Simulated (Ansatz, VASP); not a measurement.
SrO: VASP beside Ansatz

```
Sr O
1.0
     0.00000    2.46938    2.46938
     2.46938    0.00000    2.46938
     2.46938    2.46938    0.00000
Sr O
1 1
Direct
  0.00000 0.00000 0.00000
  0.50000 0.50000 0.50000
```

Alike in both runs: task single point; functional PBE; k mesh 6 × 6 × 6; occupations gaussian, width 0.1 eV; no spin polarisation.

|  | VASP | Ansatz |
| --- | --- | --- |
| version | VASP 6.6.1 | Ansatz 0.2.0 |
| potentials or method | VASP PAW PBE potentials, release 64 (Sr_sv, O), cutoff 600 eV | scalar-relativistic, plane waves, PAW |
| valence electrons in the cell | 16 | 16 |

VASP gave:

| Quantity | Value |
| --- | --- |
| gap on the k mesh at the Fermi level (eV) | 3.14 |
| least direct gap on the mesh (eV) | 3.14 |
| pressure (GPa) | 19.0 |

Task: Estimate Ansatz's values.

Result: gap on the k mesh at the Fermi level (eV): 3.19; least direct gap on the mesh (eV): 3.19; pressure (GPa): 18.0.

The functional is the same, so the differences come from potentials, cutoffs and numerics.
